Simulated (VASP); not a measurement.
# BaTe (Immm) in VASP: further runs

BaTe is run at these levels: PBEsol; tasks: single point.

All numbers are computed with VASP 6.6.1; they aren't measurements. Logs are shortened: lines on timing, memory, paths and dates and some standing lists are left out, and cuts for length are marked.

**1. The cell of the first run**

Symmetry: Immm, No. 71, orthorhombic system. The conventional cell has a = 4.836 Å, b = 4.983 Å, c = 6.943 Å, α = 90.00°, β = 90.00°, γ = 90.00°. Within 4.6 Å of Ba (site symmetry mmm) lie 6 Te at 3.47 Å. Within 4.6 Å of Te (site symmetry mmm) lie 6 Ba at 3.47 Å.

**2. Single point, PBEsol (strain +0.0300 x Voigt [0, 0, 0, 0, 1, 0])**

INCAR reads:

```
ALGO     = Normal         # electronic algorithm
EDIFF    = 1E-7           # SCF threshold, eV
ENCUT    = 520            # plane-wave cutoff, eV
GGA      = PS             # functional
ISIF     = 2              # what is computed and relaxed
ISMEAR   = 0              # smearing method
LASPH    = True           # aspherical terms in the spheres
LCHARG   = False          # write CHGCAR
LREAL    = False          # projectors in reciprocal space
LWAVE    = False          # write WAVECAR
NBANDS   = 15             # bands
NELM     = 80             # most SCF steps
PREC     = Accurate       # precision mode
SIGMA    = 0.05           # smearing width, eV
```

KPOINTS reads:

```
k-points
0
Gamma
  8 8 8
```

POSCAR reads:

```
BaTe
1.0
    0.0520709611      3.4713974052      3.4713974052
    3.5234683663      0.0000000000      3.5234683663
    3.4713974052      3.4713974052      0.0520709611
Ba Te
1 1
Direct
    0.0000000000      0.0000000000      0.0000000000
    0.5000000000      0.5000000000      0.5000000000
```

Potentials or basis: VASP PAW PBE potentials, release 64 (Ba_sv, Te).

Started as:

```console
cat potpaw_PBE.64/Ba_sv/POTCAR potpaw_PBE.64/Te/POTCAR > POTCAR
mpirun -np 1 vasp_std > vasp.out
```

OUTCAR:

```text
EDIFF = 1E-7
   ENCUT = 520
   GGA = PS
   ISIF = 2
   ISMEAR = 0
   LASPH = True
   LREAL = False
   NELM = 80
   PREC = Accurate

 ion  position               nearest neighbor table
   1  0.000  0.000  0.000-   2 3.47   2 3.47   2 3.47   2 3.47   2 3.47   2 3.47
   2  0.500  0.500  0.500-   1 3.47   1 3.47   1 3.47   1 3.47   1 3.47   1 3.47

  LATTYP: Found a body centered orthorhombic cell.
 ALAT       =     4.8356578314
 B/A-ratio  =     1.0304568528
 C/A-ratio  =     1.4357498095

  Lattice vectors:

 A1 = (   0.0520709611,  -3.4713974052,   3.4713974052)
 A2 = (  -0.0520709611,  -3.4713974052,  -3.4713974052)
 A3 = (   3.4713974052,   3.4713974052,   0.0520709611)

Analysis of symmetry for initial positions (statically):
=====================================================================
 Subroutine PRICEL returns:
 Original cell was already a primitive cell.

 Routine SETGRP: Setting up the symmetry group for a
 body centered orthorhombic supercell.

 Subroutine GETGRP returns: Found  8 space group operations
 (whereof  8 operations were pure point group operations)
 out of a pool of  8 trial point group operations.

The static configuration has the point symmetry D_2h.

Analysis of symmetry for dynamics (positions and initial velocities):
=====================================================================
 Subroutine PRICEL returns:
 Original cell was already a primitive cell.

 Routine SETGRP: Setting up the symmetry group for a
 body centered orthorhombic supercell.

 Subroutine GETGRP returns: Found  8 space group operations
 (whereof  8 operations were pure point group operations)
 out of a pool of  8 trial point group operations.

The dynamic configuration has the point symmetry D_2h.

 Subroutine INISYM returns: Found  8 space group operations
 (whereof  8 operations are pure point group operations),
 and found     1 'primitive' translations

----------------------------------------------------------------------------------------

                                     Primitive cell

  volume of cell :      83.6460

  direct lattice vectors                    reciprocal lattice vectors
     0.052070961  3.471397405  3.471397405    -0.146227629  0.144034215  0.146227629
     3.523468366  0.000000000  3.523468366     0.141905630 -0.144034215  0.141905630
     3.471397405  3.471397405  0.052070961     0.146227629  0.144034215 -0.146227629

  length of vectors
     4.909573431  4.982936750  4.909573431     0.252013679  0.247022815  0.252013679

  position of ions in fractional coordinates (direct lattice)
     0.000000000  0.000000000  0.000000000
     0.500000000  0.500000000  0.500000000

  ion indices of the primitive-cell ions
   primitive index   ion index
                 1           1
                 2           2

----------------------------------------------------------------------------------------

 KPOINTS: k-points

Automatic generation of k-mesh.
 Grid dimensions read from file:
 generate k-points for:    8    8    8

 Generating k-lattice:

  Cartesian coordinates                     Fractional coordinates (reciprocal lattice)
    -0.018278454  0.018004277  0.018278454     0.125000000  0.000000000 -0.000000000
     0.017738204 -0.018004277  0.017738204     0.000000000  0.125000000 -0.000000000
     0.018278454  0.018004277 -0.018278454     0.000000000  0.000000000  0.125000000

  Length of vectors
     0.031501710  0.030877852  0.031501710

  Shift w.r.t. Gamma in fractional coordinates (k-lattice)
     0.000000000  0.000000000  0.000000000

 Subroutine IBZKPT returns following result:
 ===========================================

 Found     95 irreducible k-points:

 Following reciprocal coordinates:
            Coordinates               Weight
  0.000000  0.000000  0.000000      1.000000
  0.125000  0.000000 -0.000000      4.000000
  0.250000  0.000000 -0.000000      4.000000
  0.375000  0.000000 -0.000000      4.000000
  0.500000  0.000000 -0.000000      2.000000
  0.000000  0.125000  0.000000      4.000000
[... 16 lines left out ...]
  0.125000  0.375000  0.000000      8.000000
  0.250000  0.375000 -0.000000      8.000000
 [... further k-points ...]
   k-points           NKPTS =     95   k-points in BZ     NKDIM =     95   number of bands    NBANDS=     15
   number of dos      NEDOS =    301   number of ions     NIONS =      2
   total plane-waves  NPLWV =  64000
   dimension x,y,z NGX =    40 NGY =   40 NGZ =   40
   dimension x,y,z NGXF=    80 NGYF=   80 NGZF=   80
   ions per type =               1   1
   NGX,Y,Z   is equivalent  to a cutoff of  13.54, 13.35, 13.54 a.u.
   NGXF,Y,Z  is equivalent  to a cutoff of  27.09, 26.69, 27.09 a.u.
 SYSTEM =  unknown system
   PREC   = accura    normal or accurate (medium, high low for compatibility)
   ISTART =      0    job   : 0-new  1-cont  2-samecut
   ICHARG =      2    charge: 1-file 2-atom 10-const
   ISPIN  =      1    spin polarized calculation?
   LNONCOLLINEAR =      F non collinear calculations
   LSORBIT =      F    spin-orbit coupling
   LASPH  =      T    aspherical Exc in radial PAW
   ENCUT  =  520.0 eV  38.22 Ry    6.18 a.u.   9.13  9.26  9.13*2*pi/ulx,y,z
   NELM   =     80;   NELMIN=  2; NELMDL= -5     # of ELM steps
   EDIFF  = 0.1E-06   stopping-criterion for ELM
   LREAL  =      F    real-space projection
   EDIFFG = 0.1E-05   stopping-criterion for IOM
   NSW    =      0    number of steps for IOM
   IBRION =     -1    ionic relax: 0-MD 1-quasi-New 2-CG
   NFREE  =      0    steps in history (QN), initial steepest desc. (CG)
   ISIF   =      2    stress and relaxation
   ISYM   =      2    0-nonsym 1-usesym 2-fastsym
   POTIM  = 0.5000    time-step for ionic-motion
   TEBEG  =    0.0;   TEEND  =   0.0 temperature during run
   PSTRESS=    0.0 pullay stress
   NELECT =      16.0000    total number of electrons
   NUPDOWN=      -1.0000    fix difference up-down
   EMIN   =  10.00;   EMAX   =-10.00  energy-range for DOS
   EFERMI =   0.00;   METHOD = LEGACY
   ISMEAR =     0;   SIGMA  =   0.05  broadening in eV -4-tet -1-fermi 0-gaus
   EFERMI_NEDOS =   21; number of points for ismear=-14 and -15
   IALGO  =     38    algorithm
   IMIX   =      4    mixing-type and parameters
     AMIX     =   0.40;   BMIX     =  1.00
     AMIX_MAG =   1.60;   BMIX_MAG =  1.00
  volume/ion in A,a.u.               =      41.82       282.24
  Fermi-wavevector in a.u.,A,eV,Ry     =   0.943264  1.782510 12.105732  0.889746
  Thomas-Fermi vector in A             =   2.070954
   LORBIT       =      0    0 simple, 1 ext, 2 COOP (PROOUT), +10 PAW based schemes
   GGA     = PS    functional components
   LHFCALC =     F    Hartree Fock is set to
   AEXX    =    0.0000 exact exchange contribution
   IVDW    =     0    specifies the selected vdW correction
   LEPSILON=     F    determine dielectric tensor
   LRPA    =     F    only Hartree local field effects (RPA)
 non-spin polarized calculation
 Gauss-broadening in eV      SIGMA  =   0.05
  energy-cutoff  :      520.00
  volume of cell :       83.65
 maximum number of plane-waves:      2274
 NGX is ok and might be reduce to    40
   NGX = 19   NGY = 19   NGZ = 19

 number of electron      16.0000000 magnetization

 Free energy of the ion-electron system (eV)
  ---------------------------------------------------
  ext. energy  EPLUGINS =         0.00000000
  ---------------------------------------------------
  free energy    TOTEN  =        -9.18828563 eV

  energy without entropy =       -9.18828563  energy(sigma->0) =       -9.18828563

 E-fermi :   2.6627     XC(G=0):  -8.5110

 val. band max:        2.3649402802   @ k =   0.0000   0.0000   0.0000
 cond. band min:       3.6844639054   @ k =   0.5000   0.0000   0.5000
 fundamental gap:      1.3195236251
 Fermi energy:         2.6626964493

 k-point     1 :       0.0000    0.0000    0.0000
  band No.  band energies     occupation
      1     -24.6082      2.00000
      2      -9.7544      2.00000
      3      -9.7526      2.00000
      4      -9.7503      2.00000
      5      -7.3228      2.00000
      6       2.2668      2.00000
      7       2.3118      2.00000
      8       2.3649      2.00000
      9       5.0552      0.00000
     10       5.0637      0.00000
     11       5.2545      0.00000
     12       5.2682      0.00000
     13       5.8362      0.00000
     14       5.8380      0.00000
     15       9.1527      0.00000

 k-point     2 :       0.1250    0.0000   -0.0000
  band No.  band energies     occupation
      1     -24.6058      2.00000
      2      -9.8387      2.00000
      3      -9.7560      2.00000
      4      -9.7546      2.00000
      5      -7.1910      2.00000
      6       1.7912      2.00000
      7       2.0051      2.00000
      8       2.0733      2.00000
      9       5.1589      0.00000
     10       5.2640      0.00000
     11       5.4071      0.00000
     12       5.9291      0.00000
     13       6.3149      0.00000
     14       6.3194      0.00000
     15       9.7059      0.00000

 k-point     3 :       0.2500    0.0000   -0.0000
  band No.  band energies     occupation
      1     -24.6000      2.00000
      2     -10.0233      2.00000
      3      -9.7611      2.00000
      4      -9.7599      2.00000
      5      -6.8937      2.00000
      6       0.8882      2.00000
      7       1.5283      2.00000
      8       1.6044      2.00000
      9       5.3311      0.00000
     10       5.8160      0.00000
     11       5.9454      0.00000
     12       7.2039      0.00000
     13       7.4636      0.00000
     14       7.4734      0.00000
     15      10.6687      0.00000

 k-point     4 :       0.3750    0.0000   -0.0000
  band No.  band energies     occupation
      1     -24.5941      2.00000
      2     -10.1817      2.00000
      3      -9.7676      2.00000
      4      -9.7636      2.00000
      5      -6.6122      2.00000
      6       0.2133      2.00000
      7       1.1650      2.00000
      8       1.2478      2.00000
      9       5.8172      0.00000
     10       6.6114      0.00000
     11       6.7486      0.00000
     12       7.6938      0.00000
     13       8.7905      0.00000
     14       8.8014      0.00000
     15      10.3765      0.00000
[... 307 lines left out ...]
 k-point    22 :       0.0000    0.3750    0.0000
  band No.  band energies     occupation
      1     -24.5956      2.00000
      2     -10.1806      2.00000
      3      -9.7626      2.00000
      4      -9.7597      2.00000
      5      -6.6117      2.00000
      6       0.1923      2.00000
      7       1.2409      2.00000
      8       1.3312      2.00000
      9       5.8498      0.00000
     10       6.5803      0.00000
     11       6.7457      0.00000
     12       7.6088      0.00000
     13       8.7348      0.00000
     14       8.7350      0.00000
     15      10.3020      0.00000

 k-point    23 :       0.1250    0.3750    0.0000
  band No.  band energies     occupation
      1     -24.5958      2.00000
      2     -10.1107      2.00000
      3      -9.7814      2.00000
      4      -9.7782      2.00000
      5      -6.7317      2.00000
      6       0.4291      2.00000
      7       1.3546      2.00000
      8       1.5215      2.00000
      9       5.2177      0.00000
     10       6.6736      0.00000
     11       6.8489      0.00000
     12       7.3727      0.00000
     13       7.6674      0.00000
     14       8.9755      0.00000
     15      10.3941      0.00000

 k-point    24 :       0.2500    0.3750   -0.0000
  band No.  band energies     occupation
      1     -24.5937      2.00000
      2     -10.0237      2.00000
      3      -9.8231      2.00000
      4      -9.8101      2.00000
      5      -6.8974      2.00000
      6       0.6602      2.00000
      7       1.6670      2.00000
      8       1.8048      2.00000
      9       4.3512      0.00000
     10       6.6942      0.00000
     11       6.7374      0.00000
     12       7.3882      0.00000
     13       7.5168      0.00000
     14       9.3098      0.00000
     15      10.2436      0.00000

 [... further k-points ...]

------------------------ aborting loop because EDIFF is reached ----------------------------------------

  FORCE on cell =-STRESS in cart. coord.  units (eV):
  Direction    XX          YY          ZZ          XY          YZ          ZX
  --------------------------------------------------------------------------------------
  -------------------------------------------------------------------------------------
  Total        0.1908922      0.1852671      0.1908922      0.0000000      0.0000000     -0.1720419
  in kB        3.6563989      3.5486546      3.6563989      0.0000000      0.0000000     -3.2953341
  external PRESSURE =       3.6204841 kB  Pullay stress =       0.0000000 kB

 VOLUME and BASIS-vectors are now :
 -----------------------------------------------------------------------------
  energy-cutoff  :      520.00
  volume of cell :       83.65
      direct lattice vectors                 reciprocal lattice vectors
     0.052070961  3.471397405  3.471397405    -0.146227629  0.144034215  0.146227629
     3.523468366  0.000000000  3.523468366     0.141905630 -0.144034215  0.141905630
     3.471397405  3.471397405  0.052070961     0.146227629  0.144034215 -0.146227629

 POSITION                                       TOTAL-FORCE (eV/Angst)
 -----------------------------------------------------------------------------------
      0.00000      0.00000      0.00000         0.000000      0.000000      0.000000
      3.52347      3.47140      3.52347        -0.000000      0.000000     -0.000000
 -----------------------------------------------------------------------------------
    total drift:                                0.000000     -0.000000     -0.000000

  FREE ENERGIE OF THE ION-ELECTRON SYSTEM (eV)
  ---------------------------------------------------
  free  energy   TOTEN  =        -9.1882856293 eV

  energy  without entropy=       -9.1882856293  energy(sigma->0) =       -9.18828563
```

It took 2.7 min on 1 thread of Intel Xeon Platinum 8559C (Emerald Rapids), shared host; peak memory 0.32 GiB.

What came out:

```yaml
Free_energy: -9.1883 eV
Pressure: 0.4 GPa
Band_gap_on_the_k_mesh: 1.32 eV (least direct gap 1.69 eV)
```

Caveat: the cell differs from its parent crystal (strain +0.0300 x Voigt [0, 0, 0, 0, 1, 0]); the PAW data sets were made with another functional, which shifts forces and pressure a little; spin-orbit coupling is left out, which moves the levels of the heavy elements.

**3. Single point, PBEsol (strain +0.0350 x Voigt [0, 0, 0, 0, 1, 0])**

INCAR reads:

```
PREC = Accurate
ENCUT = 520
EDIFF = 1E-7
ISMEAR = 0
SIGMA = 0.05
LREAL = F
LASPH = T
NELM = 60
ALGO = Normal
ISIF = 2
LWAVE = F
LCHARG = T
GGA = PS
LELF = T
LVHAR = T
NBANDS = 15
```

KPOINTS reads:

```
regular mesh
0
Gamma
  8 8 8
```

POSCAR reads:

```
BaTe
1.0
    0.0607494546      3.4713974052      3.4713974052
    3.5321468598      0.0000000000      3.5321468598
    3.4713974052      3.4713974052      0.0607494546
Ba Te
1 1
Direct
    0.0000000000      0.0000000000      0.0000000000
    0.5000000000      0.5000000000      0.5000000000
```

Potentials or basis: VASP PAW PBE potentials, release 64 (Ba_sv, Te).

Started as:

```console
cat potpaw_PBE.64/Ba_sv/POTCAR potpaw_PBE.64/Te/POTCAR > POTCAR
mpirun -np 1 vasp_std > vasp.out
```

Wall time 1.9 min (1 thread of Intel Xeon Platinum 8559C (Emerald Rapids), shared host); peak memory 0.32 GiB.

It converged, with:

```yaml
Free_energy: -9.1873 eV
Pressure: 0.4 GPa
Band_gap_on_the_k_mesh: 1.31 eV (least direct gap 1.68 eV)
```

Stress tensor (GPa, compression positive):
```
 0.37  0.00 -0.38
 0.00  0.35  0.00
-0.38  0.00  0.37
```

Levels at points of the mesh, in eV from the valence-band top:
```
           k point  band 5  band 6  band 7  band 8  band 9  band 10  band 11  band 12
(0.00, 0.00, 0.00)   -9.70   -0.11   -0.06    0.00    2.66     2.67     2.90     2.91
(0.50, 0.00, 0.00)   -8.87   -2.41   -1.35   -1.25    4.03     4.65     4.79     5.05
(0.00, 0.50, 0.00)   -8.87   -2.42   -1.26   -1.15    4.07     4.53     4.83     4.89
(0.50, 0.50, 0.00)   -9.48   -1.23   -0.45   -0.45    1.31     4.38     4.56     5.57
(0.50, 0.00, 0.50)   -9.48   -1.22   -0.52   -0.37    1.31     4.40     4.58     5.61
```

Caveat: the cell differs from its parent crystal (strain +0.0350 x Voigt [0, 0, 0, 0, 1, 0]); the PAW data sets were made with another functional, which shifts forces and pressure a little; spin-orbit coupling is left out, which moves the levels of the heavy elements. A k mesh can miss the band edges.

**4. Single point, PBEsol (strain +0.0250 x Voigt [0, 0, 0, 0, 1, 0])**

INCAR reads:

```
PREC = Accurate
ENCUT = 520
EDIFF = 1E-6
ISMEAR = 0
SIGMA = 0.05
LREAL = F
LASPH = T
NELM = 80
ALGO = Normal
ISIF = 2
LWAVE = F
LCHARG = F
GGA = PS
NBANDS = 15
```

KPOINTS reads:

```
Automatic mesh
0
Gamma
  8 8 8
```

POSCAR reads:

```
BaTe
1.0
    0.0433924676      3.4713974052      3.4713974052
    3.5147898728      0.0000000000      3.5147898728
    3.4713974052      3.4713974052      0.0433924676
Ba Te
1 1
Direct
    0.0000000000      0.0000000000      0.0000000000
    0.5000000000      0.5000000000      0.5000000000
```

Started as:

```console
cat potpaw_PBE.64/Ba_sv/POTCAR potpaw_PBE.64/Te/POTCAR > POTCAR
mpirun -np 1 vasp_std > vasp.out
```

Run time: 1.7 min. Hardware: 1 thread of Intel Xeon Platinum 8559C (Emerald Rapids), shared host; peak memory 0.31 GiB.

Results (log left out):

- Free energy: -9.1891 eV
- Pressure: 0.4 GPa
- Band gap on the k mesh: 1.33 eV (least direct gap 1.71 eV)

Stress tensor (GPa, compression positive):
```
 0.37  0.00 -0.27
 0.00  0.36  0.00
-0.27  0.00  0.37
```

Levels at points of the mesh, in eV from the valence-band top:
```tsv
k point	band 6	band 7	band 8	band 9	band 10	band 11
(0.00, 0.00, 0.00)	-0.08	-0.04	0.00	2.72	2.72	2.88
(0.50, 0.00, 0.00)	-2.39	-1.31	-1.24	4.05	4.69	4.82
(0.00, 0.50, 0.00)	-2.40	-1.24	-1.16	4.08	4.61	4.84
(0.50, 0.50, 0.00)	-1.21	-0.43	-0.43	1.33	4.41	4.59
(0.50, 0.00, 0.50)	-1.21	-0.48	-0.38	1.33	4.41	4.60
```

Caveat: the cell differs from its parent crystal (strain +0.0250 x Voigt [0, 0, 0, 0, 1, 0]); the PAW data sets were made with another functional, which shifts forces and pressure a little; spin-orbit coupling is left out, which moves the levels of the heavy elements.

**5. The runs side by side**

| cell | gap on the mesh (eV) | pressure (GPa) |
| --- | --- | --- |
| a = 4.910, b = 4.983 Å, angles 59.5, 59.0, 59.5°, 2 atoms | 1.32 | 0.4 |
| a = 4.910, b = 4.995 Å, angles 59.4, 58.8, 59.4°, 2 atoms | 1.31 | 0.4 |
| a = 4.909, b = 4.971 Å, angles 59.6, 59.2, 59.6°, 2 atoms | 1.33 | 0.4 |

Alike in all rows: task single point; level PBEsol; potentials or basis VASP PAW PBE potentials, release 64 (Ba_sv, Te); no spin polarisation; k mesh 8 × 8 × 8; cutoff (eV) 520; smearing gaussian 0.05 eV.

Caveats: the PAW data sets were made with another functional, which shifts forces and pressure a little; spin-orbit coupling is left out, which moves the levels of the heavy elements.

Absolute energies hang on the potentials; compare differences alone.
